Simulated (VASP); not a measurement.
# CuO (P-1) in VASP: notebook

Runs on CuO. Level: PBEsol. Tasks: single point.

All numbers are computed with VASP 6.6.1; they aren't measurements. Logs are shortened: lines on timing, memory, paths and dates and some standing lists are left out, and cuts for length are marked.

### 1 The cell of the first run

The typed cell holds 4 atoms: a = 2.841 Å, b = 2.841 Å, c = 5.106 Å, α = 89.81°, β = 89.81°, γ = 89.22°.

### 2 Single point, PBEsol

INCAR

```
SYSTEM = CuO
PREC = Accurate
ENCUT = 520
EDIFF = 1E-6
ISMEAR = -1
SIGMA = 0.05
LREAL = .False.
LASPH = .True.
NELM = 80
ALGO = Normal
ISIF = 2
LWAVE = .False.
LCHARG = .False.
GGA = PS
NBANDS = 25
```

KPOINTS

```
Automatic mesh
0
Gamma
  9 9 5
  0 0 0
```

POSCAR

```
CuO
1.0
    2.8405840181      0.0000000000      0.0000000000
    0.0385446830      2.8403655272      0.0000000000
    0.0172589332      0.0170118330      5.1063800938
Cu O
2 2
Direct
    0.0000000000      0.5000000000      0.0000000000
    0.5000000000      0.0000000000      0.5000000000
    0.9984239700      0.0016717800      0.7498871000
    0.0015760300      0.9983282200      0.2501129000
```

Potentials or basis: VASP PAW PBE potentials, release 64 (Cu, O).

On the command line:

```
$ cat potpaw_PBE.64/Cu/POTCAR potpaw_PBE.64/O/POTCAR > POTCAR
$ mpirun -np 1 vasp_std > vasp.out
```

OUTCAR:

```text
SYSTEM = CuO
   PREC = Accurate
   ENCUT = 520
   EDIFF = 1E-6
   ISMEAR = -1
   LREAL = .False.
   LASPH = .True.
   NELM = 80
   ISIF = 2
   GGA = PS

 ion  position               nearest neighbor table
   1  0.000  0.500  0.000-   3 1.91   4 1.91   3 1.91   4 1.91
   2  0.500  0.000  0.500-   3 1.91   4 1.91   4 1.91   3 1.91
   3  0.998  0.002  0.750-   2 1.91   2 1.91   1 1.91   1 1.91
   4  0.002  0.998  0.250-   2 1.91   2 1.91   1 1.91   1 1.91

  LATTYP: Found a base centered monoclinic cell.
 ALAT       =    10.9666693254
 B/A-ratio  =     0.3638182808
 C/A-ratio  =     0.4656324948
 COS(beta)  =    -0.9295148209

  Lattice vectors:

 A1 = (   2.8233250849,  -0.0170118330,  -5.1063800938)
 A2 = (   0.0212857498,   2.8233536942,  -5.1063800938)
 A3 = (   0.0172589332,   0.0170118330,   5.1063800938)

Analysis of symmetry for initial positions (statically):
=====================================================================
 Subroutine PRICEL returns:
 Original cell was already a primitive cell.

 Routine SETGRP: Setting up the symmetry group for a
 base centered monoclinic supercell.

 Subroutine GETGRP returns: Found  2 space group operations
 (whereof  2 operations were pure point group operations)
 out of a pool of  4 trial point group operations.

The static configuration has the point symmetry S_2 .

Analysis of symmetry for dynamics (positions and initial velocities):
=====================================================================
 Subroutine PRICEL returns:
 Original cell was already a primitive cell.

 Routine SETGRP: Setting up the symmetry group for a
 base centered monoclinic supercell.

 Subroutine GETGRP returns: Found  2 space group operations
 (whereof  2 operations were pure point group operations)
 out of a pool of  4 trial point group operations.

The dynamic configuration has the point symmetry S_2 .

 Subroutine INISYM returns: Found  2 space group operations
 (whereof  2 operations are pure point group operations),
 and found     1 'primitive' translations

----------------------------------------------------------------------------------------

                                     Primitive cell

  volume of cell :      41.1998

  direct lattice vectors                    reciprocal lattice vectors
     2.840584018  0.000000000  0.000000000     0.352040282 -0.004777301 -0.001173937
     0.038544683  2.840365527  0.000000000     0.000000000  0.352067363 -0.001172907
     0.017258933  0.017011833  5.106380094     0.000000000  0.000000000  0.195833444

  length of vectors
     2.840584018  2.840627047  5.106437597     0.352074653  0.352069316  0.195833444

  position of ions in fractional coordinates (direct lattice)
     0.000000000  0.500000000  0.000000000
     0.500000000  0.000000000  0.500000000
     0.998423970  0.001671780  0.749887100
     0.001576030  0.998328220  0.250112900

  ion indices of the primitive-cell ions
   primitive index   ion index
                 1           1
                 2           2
                 3           3
                 4           4

----------------------------------------------------------------------------------------

 KPOINTS: Automatic mesh

Automatic generation of k-mesh.
 Grid dimensions read from file:
 generate k-points for:    9    9    5

 Generating k-lattice:

  Cartesian coordinates                     Fractional coordinates (reciprocal lattice)
     0.039115587 -0.000530811 -0.000130437     0.111111111  0.000000000  0.000000000
     0.000000000  0.039118596 -0.000130323     0.000000000  0.111111111  0.000000000
     0.000000000  0.000000000  0.039166689     0.000000000  0.000000000  0.200000000

  Length of vectors
     0.039119406  0.039118813  0.039166689

  Shift w.r.t. Gamma in fractional coordinates (k-lattice)
     0.000000000  0.000000000  0.000000000

 Subroutine IBZKPT returns following result:
 ===========================================

 Found    203 irreducible k-points:

 Following reciprocal coordinates:
            Coordinates               Weight
  0.000000  0.000000  0.000000      1.000000
  0.111111  0.000000  0.000000      2.000000
  0.000000 -0.111111 -0.000000      2.000000
  0.222222  0.000000  0.000000      2.000000
  0.000000 -0.222222 -0.000000      2.000000
  0.333333  0.000000 -0.000000      2.000000
[... 16 lines left out ...]
 -0.111111  0.111111  0.000000      2.000000
  0.222222  0.222222  0.000000      2.000000
 [... further k-points ...]
   k-points           NKPTS =    203   k-points in BZ     NKDIM =    203   number of bands    NBANDS=     25
   number of dos      NEDOS =    301   number of ions     NIONS =      4
   total plane-waves  NPLWV =  23040
   dimension x,y,z NGX =    24 NGY =   24 NGZ =   40
   dimension x,y,z NGXF=    48 NGYF=   48 NGZF=   80
   ions per type =               2   2
   NGX,Y,Z   is equivalent  to a cutoff of  14.05, 14.05, 13.02 a.u.
   NGXF,Y,Z  is equivalent  to a cutoff of  28.09, 28.09, 26.04 a.u.
 SYSTEM =  CuO
   PREC   = accura    normal or accurate (medium, high low for compatibility)
   ISTART =      0    job   : 0-new  1-cont  2-samecut
   ICHARG =      2    charge: 1-file 2-atom 10-const
   ISPIN  =      1    spin polarized calculation?
   LNONCOLLINEAR =      F non collinear calculations
   LSORBIT =      F    spin-orbit coupling
   LASPH  =      T    aspherical Exc in radial PAW
   ENCUT  =  520.0 eV  38.22 Ry    6.18 a.u.   5.28  5.28  9.49*2*pi/ulx,y,z
   NELM   =     80;   NELMIN=  2; NELMDL= -5     # of ELM steps
   EDIFF  = 0.1E-05   stopping-criterion for ELM
   LREAL  =      F    real-space projection
   EDIFFG = 0.1E-04   stopping-criterion for IOM
   NSW    =      0    number of steps for IOM
   IBRION =     -1    ionic relax: 0-MD 1-quasi-New 2-CG
   NFREE  =      0    steps in history (QN), initial steepest desc. (CG)
   ISIF   =      2    stress and relaxation
   ISYM   =      2    0-nonsym 1-usesym 2-fastsym
   POTIM  = 0.5000    time-step for ionic-motion
   TEBEG  =    0.0;   TEEND  =   0.0 temperature during run
   PSTRESS=    0.0 pullay stress
   NELECT =      34.0000    total number of electrons
   NUPDOWN=      -1.0000    fix difference up-down
   EMIN   =  10.00;   EMAX   =-10.00  energy-range for DOS
   EFERMI =   0.00;   METHOD = LEGACY
   ISMEAR =    -1;   SIGMA  =   0.05  broadening in eV -4-tet -1-fermi 0-gaus
   EFERMI_NEDOS =   21; number of points for ismear=-14 and -15
   IALGO  =     38    algorithm
   IMIX   =      4    mixing-type and parameters
     AMIX     =   0.40;   BMIX     =  1.00
     AMIX_MAG =   1.60;   BMIX_MAG =  1.00
  volume/ion in A,a.u.               =      10.30        69.51
  Fermi-wavevector in a.u.,A,eV,Ry     =   1.535569  2.901806 32.082178  2.357974
  Thomas-Fermi vector in A             =   2.642340
   LORBIT       =      0    0 simple, 1 ext, 2 COOP (PROOUT), +10 PAW based schemes
   GGA     = PS    functional components
   LHFCALC =     F    Hartree Fock is set to
   AEXX    =    0.0000 exact exchange contribution
   IVDW    =     0    specifies the selected vdW correction
   LEPSILON=     F    determine dielectric tensor
   LRPA    =     F    only Hartree local field effects (RPA)
 non-spin polarized calculation
  energy-cutoff  :      520.00
  volume of cell :       41.20
 maximum number of plane-waves:      1127
 NGX is ok and might be reduce to    24
   NGX = 11   NGY = 11   NGZ = 19

 number of electron      33.9999975 magnetization

 Free energy of the ion-electron system (eV)
  ---------------------------------------------------
  ext. energy  EPLUGINS =         0.00000000
  ---------------------------------------------------
  free energy    TOTEN  =       -21.45091582 eV

  energy without entropy =      -21.43205808  energy(sigma->0) =      -21.44148695

 E-fermi :   5.6400     XC(G=0): -12.0103

 val. band max:        5.6336556219   @ k =   0.4444   0.4444   0.4000
 cond. band min:       5.6674844714   @ k =  -0.2222   0.1111  -0.0000
 fundamental gap:      0.0338288496
 Fermi energy:         5.6399555058

 k-point     1 :       0.0000    0.0000    0.0000
  band No.  band energies     occupation
      1     -14.6905      2.00000
      2     -13.2413      2.00000
      3      -3.2164      2.00000
      4      -0.2381      2.00000
      5      -0.2089      2.00000
      6       1.5083      2.00000
[... 17 lines left out ...]
     24      20.6426      0.00000
     25      20.8083      0.00000

 k-point     2 :       0.1111    0.0000    0.0000
  band No.  band energies     occupation
      1     -14.6121      2.00000
      2     -13.2165      2.00000
      3      -3.0903      2.00000
      4      -0.3173      2.00000
      5      -0.1822      2.00000
      6       0.8740      2.00000
[... 17 lines left out ...]
     24      20.8435      0.00000
     25      20.9294      0.00000

 k-point     3 :       0.0000   -0.1111   -0.0000
  band No.  band energies     occupation
      1     -14.6122      2.00000
      2     -13.2164      2.00000
      3      -3.0905      2.00000
      4      -0.3111      2.00000
      5      -0.1892      2.00000
      6       0.8744      2.00000
[... 17 lines left out ...]
     24      20.8425      0.00000
     25      20.9344      0.00000

 k-point     4 :       0.2222    0.0000    0.0000
  band No.  band energies     occupation
      1     -14.4052      2.00000
      2     -13.1525      2.00000
      3      -2.7544      2.00000
      4      -0.4838      2.00000
      5      -0.3188      2.00000
      6      -0.0884      2.00000
[... 17 lines left out ...]
     24      20.8146      0.00000
     25      21.3735      0.00000
[... 477 lines left out ...]
 k-point    22 :      -0.1111    0.2222    0.0000
  band No.  band energies     occupation
      1     -14.3285      2.00000
      2     -13.1291      2.00000
      3      -2.6255      2.00000
      4      -0.4519      2.00000
      5      -0.2980      2.00000
      6      -0.1687      2.00000
[... 17 lines left out ...]
     24      19.3392      0.00000
     25      21.0518      0.00000

 k-point    23 :      -0.1111    0.1111    0.0000
  band No.  band energies     occupation
      1     -14.5336      2.00000
      2     -13.1918      2.00000
      3      -2.9628      2.00000
      4      -0.3214      2.00000
      5      -0.2326      2.00000
      6       0.7396      2.00000
[... 17 lines left out ...]
     24      19.6519      0.00000
     25      21.0152      0.00000

 k-point    24 :       0.2222    0.2222    0.0000
  band No.  band energies     occupation
      1     -14.1340      2.00000
      2     -13.0748      2.00000
      3      -2.2878      2.00000
      4      -0.4127      2.00000
      5      -0.3250      2.00000
      6      -0.2077      2.00000
[... 17 lines left out ...]
     24      18.0352      0.00000
     25      21.6839      0.00000

 [... further k-points ...]

------------------------ aborting loop because EDIFF is reached ----------------------------------------

  FORCE on cell =-STRESS in cart. coord.  units (eV):
  Direction    XX          YY          ZZ          XY          YZ          ZX
  --------------------------------------------------------------------------------------
  -------------------------------------------------------------------------------------
  Total        1.6575124      1.6390601      1.5217103     -0.0048528      0.0081360      0.0037480
  in kB       64.4573371     63.7397635     59.1762633     -0.1887151      0.3163919      0.1457527
  external PRESSURE =      62.4577880 kB  Pullay stress =       0.0000000 kB

 VOLUME and BASIS-vectors are now :
 -----------------------------------------------------------------------------
  energy-cutoff  :      520.00
  volume of cell :       41.20
      direct lattice vectors                 reciprocal lattice vectors
     2.840584018  0.000000000  0.000000000     0.352040282 -0.004777301 -0.001173937
     0.038544683  2.840365527  0.000000000     0.000000000  0.352067363 -0.001172907
     0.017258933  0.017011833  5.106380094     0.000000000  0.000000000  0.195833444

 POSITION                                       TOTAL-FORCE (eV/Angst)
 -----------------------------------------------------------------------------------
      0.01927      1.42018      0.00000        -0.000000      0.000000      0.000000
      1.42892      0.00851      2.55319        -0.000000      0.000000      0.000000
      2.84911      0.01751      3.82921         0.002018     -0.003681      0.012341
      0.04727      2.83987      1.27717        -0.002018      0.003681     -0.012341
 -----------------------------------------------------------------------------------
    total drift:                                0.000000     -0.000000     -0.000000

  FREE ENERGIE OF THE ION-ELECTRON SYSTEM (eV)
  ---------------------------------------------------
  free  energy   TOTEN  =       -21.4509158238 eV

  energy  without entropy=      -21.4320580848  energy(sigma->0) =      -21.44148695
```

It took 82 s on 1 thread of Intel Xeon 6975P-C (Granite Rapids), shared host; peak memory 0.29 GiB.

What came out:

* Free energy: -21.4509 eV
* Pressure: 6.2 GPa
* Largest force: 0.013 eV/Å
* Band gap on the k mesh: zero (band 17 reaches 6.34 eV, above the bottom of band 18 at 5.35 eV)

Forces in eV/Å, atoms in the order of the input:
```
Cu   0.000  0.000  0.000
Cu   0.000  0.000  0.000
O    0.002 -0.004  0.012
O   -0.002  0.004 -0.012
```

Caveat: the PAW data sets were made with another functional, which shifts forces and pressure a little; semilocal functionals often make such compounds metallic where correlation or magnetic order opens a gap, which also shifts bond lengths. With open d or f shells a metallic result of PBEsol can be an artefact of self-interaction; +U or a hybrid may open a gap.

### 3 Single point, PBEsol

This run uses another cell than the first one, of 10.51 Å³/atom, 1.021 times its volume.

INCAR

```
SYSTEM = CuO
PREC = Accurate ; ENCUT = 520
EDIFF = 1E-6 ; ISMEAR = -1
SIGMA = 0.05 ; LREAL = .False.
LASPH = .True. ; NELM = 80
ALGO = Normal ; ISIF = 2
LWAVE = .False. ; LCHARG = .False.
GGA = PS ; NBANDS = 25
```

KPOINTS is that of step 2.

POSCAR

```
CuO
1.0
    2.8601748718      0.0000000000      0.0000000000
    0.0388105168      2.8599548740      0.0000000000
    0.0173779641      0.0171291597      5.1415976211
Cu O
2 2
Direct
    0.0000000000      0.5000000000      0.0000000000
    0.5000000000      0.0000000000      0.5000000000
    0.9984239700      0.0016717800      0.7498871000
    0.0015760300      0.9983282200      0.2501129000
```

Potentials or basis: VASP PAW PBE potentials, release 64 (Cu, O).

On the command line:

```
$ cat potpaw_PBE.64/Cu/POTCAR potpaw_PBE.64/O/POTCAR > POTCAR
$ mpirun -np 1 vasp_std > vasp.out
```

OUTCAR:

```text
SYSTEM = CuO
   PREC = Accurate
   ENCUT = 520
   EDIFF = 1E-6
   ISMEAR = -1
   LREAL = .False.
   LASPH = .True.
   NELM = 80
   ISIF = 2
   GGA = PS

 ion  position               nearest neighbor table
   1  0.000  0.500  0.000-   3 1.92   4 1.92   3 1.92   4 1.92
   2  0.500  0.000  0.500-   3 1.92   4 1.92   4 1.92   3 1.92
   3  0.998  0.002  0.750-   2 1.92   2 1.92   1 1.92   1 1.92
   4  0.002  0.998  0.250-   2 1.92   2 1.92   1 1.92   1 1.92

  LATTYP: Found a base centered monoclinic cell.
 ALAT       =    11.0423039176
 B/A-ratio  =     0.3638182808
[... 872 lines left out ...]
  --------------------------------------------------------------------------------------
  -------------------------------------------------------------------------------------
  Total        0.7792419      0.7638854      0.2296141     -0.0137562      0.0041175      0.0001883
  in kB       29.6847254     29.0997289      8.7470021     -0.5240345      0.1568544      0.0071743
  external PRESSURE =      22.5104854 kB  Pullay stress =       0.0000000 kB

 VOLUME and BASIS-vectors are now :
 -----------------------------------------------------------------------------
  energy-cutoff  :      520.00
  volume of cell :       42.06
      direct lattice vectors                 reciprocal lattice vectors
     2.860174872  0.000000000  0.000000000     0.349628972 -0.004744579 -0.001165896
     0.038810517  2.859954874  0.000000000     0.000000000  0.349655867 -0.001164874
     0.017377964  0.017129160  5.141597621     0.000000000  0.000000000  0.194492077

 POSITION                                       TOTAL-FORCE (eV/Angst)
 -----------------------------------------------------------------------------------
      0.01941      1.42998      0.00000         0.000000      0.000000      0.000000
      1.43878      0.00856      2.57080         0.000000     -0.000000      0.000000
      2.86876      0.01763      3.85562         0.003486     -0.005099      0.011574
      0.04760      2.85946      1.28598        -0.003486      0.005099     -0.011574
 -----------------------------------------------------------------------------------
    total drift:                                0.000000     -0.000000     -0.000000

  FREE ENERGIE OF THE ION-ELECTRON SYSTEM (eV)
  ---------------------------------------------------
  free  energy   TOTEN  =       -21.4747999882 eV

  energy  without entropy=      -21.4557781201  energy(sigma->0) =      -21.46528905
```

Wall time 83 s (1 thread of Intel Xeon 6975P-C (Granite Rapids), shared host); peak memory 0.29 GiB.

Results:

- Free energy: -21.4748 eV
- Pressure: 2.3 GPa
- Largest force: 0.013 eV/Å
- Band gap on the k mesh: zero (band 17 reaches 6.05 eV, above the bottom of band 18 at 5.07 eV)

Forces on the atoms (eV/Å):
```
Cu   0.000  0.000  0.000
Cu   0.000  0.000  0.000
O    0.003 -0.005  0.012
O   -0.003  0.005 -0.012
```

Stress tensor (GPa, compression positive):
```
 2.97 -0.05  0.00
-0.05  2.91  0.02
 0.00  0.02  0.87
```

Caveat: the PAW data sets were made with another functional, which shifts forces and pressure a little; semilocal functionals often make such compounds metallic where correlation or magnetic order opens a gap, which also shifts bond lengths.
